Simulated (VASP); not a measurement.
# NaH in VASP: a series of runs

Runs on NaH. Level: PBE. Tasks: single point.

Everything below comes from runs of VASP 6.6.1. Logs are shortened: lines on timing, memory, paths and dates and some standing lists are left out, and cuts for length are marked.

**1. The cell of the first run**

It takes space group Fm-3m (No. 225, cubic). The conventional cell has a = 4.783 Å, b = 4.783 Å, c = 4.783 Å, α = 90.00°, β = 90.00°, γ = 90.00°. Within 3.2 Å of Na (site symmetry m-3m) lie 6 H at 2.39 Å. Within 3.2 Å of H (site symmetry m-3m) lie 6 Na at 2.39 Å.

**2. Single point, PBE (volume scaled by 0.97)**

Contents of INCAR:

```
SYSTEM = NaH
  PREC = Accurate
  ENCUT = 520
  EDIFF = 1E-6
  ISMEAR = 0
  SIGMA = 0.02
  LREAL = .FALSE.
  LASPH = .TRUE.
  NELM = 80
  ALGO = Normal
  ISIF = 2
  LWAVE = .FALSE.
  LCHARG = .FALSE.
  GGA = PE
  NBANDS = 11
```

Contents of KPOINTS:

```
Automatic mesh
0
G
  8 8 8
  0 0 0
```

Contents of POSCAR:

```
NaH
1.0
    0.0000000000      2.3916342027      2.3916342027
    2.3916342027      0.0000000000      2.3916342027
    2.3916342027      2.3916342027      0.0000000000
Na H
1 1
Direct
    0.0000000000      0.0000000000      0.0000000000
    0.5000000000      0.5000000000      0.5000000000
```

Potentials or basis: VASP PAW PBE potentials, release 64 (Na_pv, H).

Launch:

```
> cat potpaw_PBE.64/Na_pv/POTCAR potpaw_PBE.64/H/POTCAR > POTCAR
> mpirun -np 1 vasp_std > vasp.out
```

OUTCAR:

```text
SYSTEM = NaH
   PREC = Accurate
   ENCUT = 520
   EDIFF = 1E-6
   ISMEAR = 0
   LREAL = .FALSE.
   LASPH = .TRUE.
   NELM = 80
   ISIF = 2
   GGA = PE

 ion  position               nearest neighbor table
   1  0.000  0.000  0.000-
   2  0.500  0.500  0.500-

  LATTYP: Found a face centered cubic cell.
 ALAT       =     4.7832684054

  Lattice vectors:

 A1 = (   0.0000000000,   2.3916342027,   2.3916342027)
 A2 = (   2.3916342027,   0.0000000000,   2.3916342027)
 A3 = (   2.3916342027,   2.3916342027,   0.0000000000)

Analysis of symmetry for initial positions (statically):
=====================================================================
 Subroutine PRICEL returns:
 Original cell was already a primitive cell.

 Routine SETGRP: Setting up the symmetry group for a
 face centered cubic supercell.

 Subroutine GETGRP returns: Found 48 space group operations
 (whereof 48 operations were pure point group operations)
 out of a pool of 48 trial point group operations.

The static configuration has the point symmetry O_h .

Analysis of symmetry for dynamics (positions and initial velocities):
=====================================================================
 Subroutine PRICEL returns:
 Original cell was already a primitive cell.

 Routine SETGRP: Setting up the symmetry group for a
 face centered cubic supercell.

 Subroutine GETGRP returns: Found 48 space group operations
 (whereof 48 operations were pure point group operations)
 out of a pool of 48 trial point group operations.

The dynamic configuration has the point symmetry O_h .

 Subroutine INISYM returns: Found 48 space group operations
 (whereof 48 operations are pure point group operations),
 and found     1 'primitive' translations

----------------------------------------------------------------------------------------

                                     Primitive cell

  volume of cell :      27.3599

  direct lattice vectors                    reciprocal lattice vectors
     0.000000000  2.391634203  2.391634203    -0.209062071  0.209062071  0.209062071
     2.391634203  0.000000000  2.391634203     0.209062071 -0.209062071  0.209062071
     2.391634203  2.391634203  0.000000000     0.209062071  0.209062071 -0.209062071

  length of vectors
     3.382281526  3.382281526  3.382281526     0.362106129  0.362106129  0.362106129

  position of ions in fractional coordinates (direct lattice)
     0.000000000  0.000000000  0.000000000
     0.500000000  0.500000000  0.500000000

  ion indices of the primitive-cell ions
   primitive index   ion index
                 1           1
                 2           2

----------------------------------------------------------------------------------------

 KPOINTS: Automatic mesh

Automatic generation of k-mesh.
 Grid dimensions read from file:
 generate k-points for:    8    8    8

 Generating k-lattice:

  Cartesian coordinates                     Fractional coordinates (reciprocal lattice)
    -0.026132759  0.026132759  0.026132759     0.125000000  0.000000000  0.000000000
     0.026132759 -0.026132759  0.026132759     0.000000000  0.125000000  0.000000000
     0.026132759  0.026132759 -0.026132759     0.000000000  0.000000000  0.125000000

  Length of vectors
     0.045263266  0.045263266  0.045263266

  Shift w.r.t. Gamma in fractional coordinates (k-lattice)
     0.000000000  0.000000000  0.000000000

 Subroutine IBZKPT returns following result:
 ===========================================

 Found     29 irreducible k-points:

 Following reciprocal coordinates:
            Coordinates               Weight
  0.000000  0.000000  0.000000      1.000000
  0.125000  0.000000  0.000000      8.000000
  0.250000  0.000000  0.000000      8.000000
  0.375000  0.000000  0.000000      8.000000
  0.500000  0.000000  0.000000      4.000000
  0.125000  0.125000  0.000000      6.000000
[... 16 lines left out ...]
  0.500000  0.250000  0.125000     48.000000
 -0.375000  0.250000  0.125000     24.000000
 [... further k-points ...]
   k-points           NKPTS =     29   k-points in BZ     NKDIM =     29   number of bands    NBANDS=     11
   number of dos      NEDOS =    301   number of ions     NIONS =      2
   total plane-waves  NPLWV =  21952
   dimension x,y,z NGX =    28 NGY =   28 NGZ =   28
   dimension x,y,z NGXF=    56 NGYF=   56 NGZF=   56
   ions per type =               1   1
   NGX,Y,Z   is equivalent  to a cutoff of  13.76, 13.76, 13.76 a.u.
   NGXF,Y,Z  is equivalent  to a cutoff of  27.53, 27.53, 27.53 a.u.
 SYSTEM =  NaH
   PREC   = accura    normal or accurate (medium, high low for compatibility)
   ISTART =      0    job   : 0-new  1-cont  2-samecut
   ICHARG =      2    charge: 1-file 2-atom 10-const
   ISPIN  =      1    spin polarized calculation?
   LNONCOLLINEAR =      F non collinear calculations
   LSORBIT =      F    spin-orbit coupling
   LASPH  =      T    aspherical Exc in radial PAW
   ENCUT  =  520.0 eV  38.22 Ry    6.18 a.u.   6.29  6.29  6.29*2*pi/ulx,y,z
   NELM   =     80;   NELMIN=  2; NELMDL= -5     # of ELM steps
   EDIFF  = 0.1E-05   stopping-criterion for ELM
   LREAL  =      F    real-space projection
   EDIFFG = 0.1E-04   stopping-criterion for IOM
   NSW    =      0    number of steps for IOM
   IBRION =     -1    ionic relax: 0-MD 1-quasi-New 2-CG
   NFREE  =      0    steps in history (QN), initial steepest desc. (CG)
   ISIF   =      2    stress and relaxation
   ISYM   =      2    0-nonsym 1-usesym 2-fastsym
   POTIM  = 0.5000    time-step for ionic-motion
   TEBEG  =    0.0;   TEEND  =   0.0 temperature during run
   PSTRESS=    0.0 pullay stress
   NELECT =       8.0000    total number of electrons
   NUPDOWN=      -1.0000    fix difference up-down
   EMIN   =  10.00;   EMAX   =-10.00  energy-range for DOS
   EFERMI =   0.00;   METHOD = LEGACY
   ISMEAR =     0;   SIGMA  =   0.02  broadening in eV -4-tet -1-fermi 0-gaus
   EFERMI_NEDOS =   21; number of points for ismear=-14 and -15
   IALGO  =     38    algorithm
   IMIX   =      4    mixing-type and parameters
     AMIX     =   0.40;   BMIX     =  1.00
     AMIX_MAG =   1.60;   BMIX_MAG =  1.00
  volume/ion in A,a.u.               =      13.68        92.32
  Fermi-wavevector in a.u.,A,eV,Ry     =   1.086593  2.053362 16.064174  1.180683
  Thomas-Fermi vector in A             =   2.222733
   LORBIT       =      0    0 simple, 1 ext, 2 COOP (PROOUT), +10 PAW based schemes
   GGA     = PE    functional components
   LHFCALC =     F    Hartree Fock is set to
   AEXX    =    0.0000 exact exchange contribution
   IVDW    =     0    specifies the selected vdW correction
   LEPSILON=     F    determine dielectric tensor
   LRPA    =     F    only Hartree local field effects (RPA)
 non-spin polarized calculation
 Gauss-broadening in eV      SIGMA  =   0.02
  energy-cutoff  :      520.00
  volume of cell :       27.36
 maximum number of plane-waves:       754
 NGX is ok and might be reduce to    28
   NGX = 13   NGY = 13   NGZ = 13

 number of electron       7.9999992 magnetization

 Free energy of the ion-electron system (eV)
  ---------------------------------------------------
  ext. energy  EPLUGINS =         0.00000000
  ---------------------------------------------------
  free energy    TOTEN  =        -5.08548152 eV

  energy without entropy =       -5.08548152  energy(sigma->0) =       -5.08548152

 E-fermi :  -0.8107     XC(G=0):  -7.8736

 val. band max:       -1.0143260217   @ k =  -0.2500   0.5000   0.2500
 cond. band min:       2.7975232107   @ k =   0.5000   0.0000   0.0000
 fundamental gap:      3.8118492323
 Fermi energy:        -0.8107182917

 k-point     1 :       0.0000    0.0000    0.0000
  band No.  band energies     occupation
      1     -23.0633      2.00000
      2     -23.0633      2.00000
      3     -23.0633      2.00000
      4      -4.7191      2.00000
      5       9.6772      0.00000
      6      14.8181      0.00000
      7      14.8181      0.00000
      8      14.8181      0.00000
      9      15.7522      0.00000
     10      15.7522      0.00000
     11      15.7522      0.00000

 k-point     2 :       0.1250    0.0000    0.0000
  band No.  band energies     occupation
      1     -23.0788      2.00000
      2     -23.0651      2.00000
      3     -23.0651      2.00000
      4      -4.4439      2.00000
      5       8.7553      0.00000
      6      12.1858      0.00000
      7      14.0126      0.00000
      8      14.0126      0.00000
      9      16.7211      0.00000
     10      16.7211      0.00000
     11      16.8921      0.00000

 k-point     3 :       0.2500    0.0000    0.0000
  band No.  band energies     occupation
      1     -23.1158      2.00000
      2     -23.0695      2.00000
      3     -23.0695      2.00000
      4      -3.6622      2.00000
      5       6.3545      0.00000
      6      10.7235      0.00000
      7      13.2074      0.00000
      8      13.2074      0.00000
      9      16.7212      0.00000
     10      16.7212      0.00000
     11      18.1424      0.00000

 k-point     4 :       0.3750    0.0000    0.0000
  band No.  band energies     occupation
      1     -23.1522      2.00000
      2     -23.0739      2.00000
      3     -23.0739      2.00000
      4      -2.5670      2.00000
      5       3.9429      0.00000
      6      10.1438      0.00000
      7      12.7221      0.00000
      8      12.7221      0.00000
      9      15.9787      0.00000
     10      15.9787      0.00000
     11      18.4268      0.00000
[... 239 lines left out ...]
 k-point    22 :       0.3750    0.2500    0.1250
  band No.  band energies     occupation
      1     -23.1241      2.00000
      2     -23.0876      2.00000
      3     -23.0754      2.00000
      4      -3.0333      2.00000
      5       5.9884      0.00000
      6       8.3518      0.00000
      7      11.4507      0.00000
      8      14.3320      0.00000
      9      14.7233      0.00000
     10      17.3404      0.00000
     11      20.0115      0.00000

 k-point    23 :       0.5000    0.2500    0.1250
  band No.  band energies     occupation
      1     -23.1432      2.00000
      2     -23.0982      2.00000
      3     -23.0810      2.00000
      4      -2.0675      2.00000
      5       4.4670      0.00000
      6       7.1851      0.00000
      7      10.5676      0.00000
      8      14.2668      0.00000
      9      15.5592      0.00000
     10      17.6139      0.00000
     11      19.8034      0.00000

 k-point    24 :      -0.3750    0.2500    0.1250
  band No.  band energies     occupation
      1     -23.1513      2.00000
      2     -23.1014      2.00000
      3     -23.0840      2.00000
      4      -1.5061      2.00000
      5       3.5964      0.00000
      6       6.9251      0.00000
      7      10.2064      0.00000
      8      14.2064      0.00000
      9      15.4223      0.00000
     10      18.7078      0.00000
     11      20.8497      0.00000

 [... further k-points ...]
[... 5 lines left out ...]
  --------------------------------------------------------------------------------------
  -------------------------------------------------------------------------------------
  Total        0.1229723      0.1229723      0.1229723     -0.0000000     -0.0000000      0.0000000
  in kB        7.2011774      7.2011774      7.2011774     -0.0000000     -0.0000000      0.0000000
  external PRESSURE =       7.2011774 kB  Pullay stress =       0.0000000 kB

 VOLUME and BASIS-vectors are now :
 -----------------------------------------------------------------------------
  energy-cutoff  :      520.00
  volume of cell :       27.36
      direct lattice vectors                 reciprocal lattice vectors
     0.000000000  2.391634203  2.391634203    -0.209062071  0.209062071  0.209062071
     2.391634203  0.000000000  2.391634203     0.209062071 -0.209062071  0.209062071
     2.391634203  2.391634203  0.000000000     0.209062071  0.209062071 -0.209062071

 POSITION                                       TOTAL-FORCE (eV/Angst)
 -----------------------------------------------------------------------------------
      0.00000      0.00000      0.00000         0.000000      0.000000      0.000000
      2.39163      2.39163      2.39163         0.000000      0.000000     -0.000000
 -----------------------------------------------------------------------------------
    total drift:                               -0.000000     -0.000000     -0.000000

  FREE ENERGIE OF THE ION-ELECTRON SYSTEM (eV)
  ---------------------------------------------------
  free  energy   TOTEN  =        -5.0854815174 eV

  energy  without entropy=       -5.0854815174  energy(sigma->0) =       -5.08548152
```

Run time: 8.1 s. Hardware: 1 thread of Intel Xeon 6975P-C, shared host; peak memory 0.15 GiB.

What came out:

* Free energy: -5.0855 eV
* Pressure: 0.7 GPa
* Band gap on the k mesh: 3.81 eV, indirect (least direct gap 4.68 eV)

 A k mesh can miss the band edges.

**3. Single point, PBE (volume scaled by 1.03)**

Contents of INCAR:

```
PREC = Accurate
ENCUT = 520
EDIFF = 1E-6
ISMEAR = 0
SIGMA = 0.02
LREAL = F
LASPH = T
NELM = 80
ALGO = Normal
ISIF = 2
LWAVE = F
LCHARG = F
GGA = PE
NBANDS = 11
```

Contents of KPOINTS:

```
Automatic mesh
0
Gamma
  8 8 8
```

Contents of POSCAR:

```
NaH
1.0
    0.0000000000      2.4399630661      2.4399630661
    2.4399630661      0.0000000000      2.4399630661
    2.4399630661      2.4399630661      0.0000000000
Na H
1 1
Direct
    0.0000000000      0.0000000000      0.0000000000
    0.5000000000      0.5000000000      0.5000000000
```

Potentials or basis: VASP PAW PBE potentials, release 64 (Na_pv, H).

Launch:

```
> cat potpaw_PBE.64/Na_pv/POTCAR potpaw_PBE.64/H/POTCAR > POTCAR
> mpirun -np 1 vasp_std > vasp.out
```

Wall time 6.9 s (1 thread of Intel Xeon 6975P-C, shared host); peak memory 0.15 GiB.

It converged, with:

```yaml
Free_energy: -5.0861 eV
Pressure: -0.7 GPa
Band_gap_on_the_k_mesh: 3.71 eV, indirect (least direct gap 4.55 eV)
```

Levels at points of the mesh, in eV from the valence-band top:
| k point | band 1 | band 2 | band 3 | band 4 | band 5 | band 6 | band 7 | band 8 | band 9 |
| --- | --- | --- | --- | --- | --- | --- | --- | --- | --- |
| (0.00, 0.00, 0.00) | -22.15 | -22.15 | -22.15 | -3.54 | 10.16 | 15.39 | 15.39 | 15.39 | 16.17 |
| (0.50, 0.00, 0.00) | -22.24 | -22.16 | -22.16 | -0.84 | 3.71 | 10.58 | 13.20 | 13.20 | 16.06 |
| (0.50, 0.50, 0.00) | -22.23 | -22.18 | -22.18 | -0.17 | 4.58 | 9.92 | 10.49 | 10.49 | 11.47 |

**4. Single point, PBE (volume scaled by 1.06)**

Contents of INCAR:

```
SYSTEM = NaH
ALGO     = Normal         ! electronic algorithm
EDIFF    = 1E-6           ! SCF threshold, eV
ENCUT    = 520            ! plane-wave cutoff, eV
GGA      = PE             ! functional
ISIF     = 2              ! what is computed and relaxed
ISMEAR   = 0              ! smearing method
LASPH    = .TRUE.         ! aspherical terms in the spheres
LCHARG   = .FALSE.        ! write CHGCAR
LREAL    = .FALSE.        ! projectors in reciprocal space
LWAVE    = .FALSE.        ! write WAVECAR
NBANDS   = 11             ! bands
NELM     = 100            ! most SCF steps
PREC     = Accurate       ! precision mode
SIGMA    = 0.02           ! smearing width, eV
```

Contents of KPOINTS:

```
k-points
0
G
  8 8 8
  0 0 0
```

Contents of POSCAR:

```
NaH
1.0
    0.0000000000      2.4634256887      2.4634256887
    2.4634256887      0.0000000000      2.4634256887
    2.4634256887      2.4634256887      0.0000000000
Na H
1 1
Direct
    0.0000000000      0.0000000000      0.0000000000
    0.5000000000      0.5000000000      0.5000000000
```

Launch:

```
> cat potpaw_PBE.64/Na_pv/POTCAR potpaw_PBE.64/H/POTCAR > POTCAR
> mpirun -np 1 vasp_std > vasp.out
```

Wall time 7.2 s (1 thread of Intel Xeon 6975P-C, shared host); peak memory 0.15 GiB.

The run converged. Its results:

```
Free energy            : -5.0812 eV
Pressure               : -1.3 GPa
Band gap on the k mesh : 3.66 eV, indirect (least direct gap 4.49 eV)
```

Levels at points of the mesh, in eV from the valence-band top:
```tsv
k point	band 1	band 2	band 3	band 4	band 5	band 6	band 7	band 8
(0.00, 0.00, 0.00)	-22.21	-22.21	-22.21	-3.46	9.92	15.18	15.18	15.18
(0.50, 0.00, 0.00)	-22.28	-22.22	-22.22	-0.83	3.66	10.39	13.03	13.03
(0.50, 0.50, 0.00)	-22.28	-22.23	-22.23	-0.16	4.53	9.82	10.32	10.32
```

 A k mesh can miss the band edges.

**5. Single point, PBE (volume scaled by 1.10)**

Contents of INCAR:

```
  ALGO = Normal
  EDIFF = 1E-6
  ENCUT = 520
  GGA = PE
  ISIF = 2
  ISMEAR = 0
  LASPH = T
  LCHARG = T
  LELF = T
  LREAL = F
  LVHAR = T
  LWAVE = F
  NBANDS = 11
  NELM = 60
  PREC = Accurate
  SIGMA = 0.02
```

Contents of KPOINTS:

```
k-points
0
Gamma
  8 8 8
```

Contents of POSCAR:

```
NaH
1.0
    0.0000000000      2.4940303794      2.4940303794
    2.4940303794      0.0000000000      2.4940303794
    2.4940303794      2.4940303794      0.0000000000
Na H
1 1
Direct
    0.0000000000      0.0000000000      0.0000000000
    0.5000000000      0.5000000000      0.5000000000
```

Launch:

```
> cat potpaw_PBE.64/Na_pv/POTCAR potpaw_PBE.64/H/POTCAR > POTCAR
> mpirun -np 1 vasp_std > vasp.out
```

Wall time 7.1 s (1 thread of Intel Xeon 6975P-C, shared host); peak memory 0.15 GiB.

It converged, with:

* Free energy: -5.0705 eV
* Pressure: -1.9 GPa
* Band gap on the k mesh: 3.61 eV, indirect (least direct gap 4.41 eV)

Levels at points of the mesh, in eV from the valence-band top:
```tsv
k point	band 1	band 2	band 3	band 4	band 5	band 6	band 7	band 8	band 9
(0.00, 0.00, 0.00)	-22.28	-22.28	-22.28	-3.36	9.61	14.91	14.91	14.91	15.55
(0.50, 0.00, 0.00)	-22.34	-22.29	-22.29	-0.81	3.61	10.15	12.81	12.81	15.38
(0.50, 0.50, 0.00)	-22.34	-22.30	-22.30	-0.16	4.46	9.68	10.10	10.10	10.82
```

 A k mesh can miss the band edges.

**6. Single point, PBE (strained)**

Contents of INCAR:

```
PREC = Accurate
ENCUT = 520
EDIFF = 1E-7
ISMEAR = 0
SIGMA = 0.02
LREAL = False
LASPH = True
NELM = 100
ALGO = Normal
ISIF = 2
LWAVE = False
LCHARG = False
GGA = PE
NBANDS = 11
```

Contents of KPOINTS:

```
Automatic mesh
0
Gamma
  8 8 8
```

Contents of POSCAR:

```
NaH
1.0
    0.0000000000      2.5046600000      2.5046600000
    2.5046600000      0.0000000000      2.5046600000
    2.4070600000      2.4070600000      0.0976000000
Na H
1 1
Direct
    0.0000000000      0.0000000000      0.0000000000
    0.5000000000      0.5000000000      0.5000000000
```

Potentials or basis: VASP PAW PBE potentials, release 64 (Na_pv, H).

Launch:

```
> cat potpaw_PBE.64/Na_pv/POTCAR potpaw_PBE.64/H/POTCAR > POTCAR
> mpirun -np 1 vasp_std > vasp.out
```

Wall time 21 s (1 thread of Intel Xeon Platinum 8259CL at 2.50GHz (Skylake/Cascade Lake), shared host); peak memory 0.15 GiB.

The run converged. Its results:

* Free energy: -5.0743 eV
* Pressure: -1.1 GPa
* Band gap on the k mesh: 3.56 eV, indirect (least direct gap 4.47 eV)

Stress tensor (GPa, compression positive):
```
-1.07  0.78 -0.78
 0.78 -1.07 -0.78
-0.78 -0.78 -1.07
```

Levels at points of the mesh, in eV from the valence-band top:
| k point | band 1 | band 2 | band 3 | band 4 | band 5 | band 6 | band 7 | band 8 | band 9 |
| --- | --- | --- | --- | --- | --- | --- | --- | --- | --- |
| (0.00, 0.00, 0.00) | -22.21 | -22.20 | -22.20 | -3.49 | 9.96 | 14.80 | 14.80 | 15.55 | 15.55 |
| (0.50, 0.00, 0.00) | -22.28 | -22.22 | -22.21 | -0.91 | 3.56 | 10.57 | 12.93 | 13.64 | 15.77 |
| (0.50, 0.50, 0.00) | -22.28 | -22.23 | -22.23 | -0.16 | 4.55 | 9.77 | 9.90 | 10.89 | 11.38 |
| (0.00, 0.00, 0.50) | -22.30 | -22.22 | -22.22 | -0.58 | 4.04 | 10.06 | 12.56 | 12.56 | 15.23 |

Caveat: the cell differs from its parent crystal (strained).

**7. Overview**

| cell | gap on the mesh (eV) | pressure (GPa) |
| --- | --- | --- |
| a = 3.382 Å, angles 60.0°, 2 atoms | 3.81 | 0.7 |
| a = 3.451 Å, angles 60.0°, 2 atoms | 3.71 | -0.7 |
| a = 3.484 Å, angles 60.0°, 2 atoms | 3.66 | -1.3 |
| a = 3.527 Å, angles 60.0°, 2 atoms | 3.61 | -1.9 |
| a = 3.542, b = 3.542, c = 3.405 Å, angles 58.7, 58.7, 60.0°, 2 atoms | 3.56 | -1.1 |

Alike in all rows: task single point; level PBE; potentials or basis VASP PAW PBE potentials, release 64 (Na_pv, H); no spin polarisation; k mesh 8 × 8 × 8; cutoff (eV) 520; smearing gaussian 0.02 eV.

Absolute energies hang on the potentials; compare differences alone.
